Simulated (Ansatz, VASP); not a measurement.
## Two plane-wave programs on Mo2W

```
Mo W
1.0
    -3.17246   -0.00009    0.00071
     1.58753    1.58708   -4.74551
    -0.00018   -6.34447    0.00115
Mo W
4 2
Cartesian
  -1.5859 -4.7581 -1.5793
  -1.5857 -1.5858 -1.5798
  0.0007 -3.1716 -3.1638
  0.0006 0.0005 -3.1644
  -3.1726 -3.1723 0.0013
  0.0001 0.0000 0.0000
```

Change from the starting cell: cell x2, atoms moved at random (sigma 0.05 Å) and cell strained at random (1.5 %), then relaxed without symmetry.

Alike in both runs: functional PBE; k mesh 8 × 8 × 4; occupations gaussian, width 0.2 eV; no spin polarisation.

Ansatz relaxed the structure, and its values are those at the end. VASP's run is a single point on that final structure, the one shown.

```csv
,VASP,Ansatz
version,VASP 6.6.1,Ansatz 0.2.0
potentials or method,"VASP PAW PBE potentials, release 64 (Mo_sv, W_sv), cutoff 520 eV","scalar-relativistic, plane waves, PAW"
valence electrons in the cell,84,84
```

|  | VASP | Ansatz | Ansatz less VASP |
| --- | --- | --- | --- |
| gap on the k mesh at the Fermi level (eV) | none | none | - |
| pressure (GPa) | 0.6 | 0.0 | -0.52 |
| rms of the force components (eV/Å) | 0.010 | 0.006 | -0.0039 |

A gap of «none» marks a metal or a gap that the smearing closes.

Neither program's run includes spin-orbit coupling.
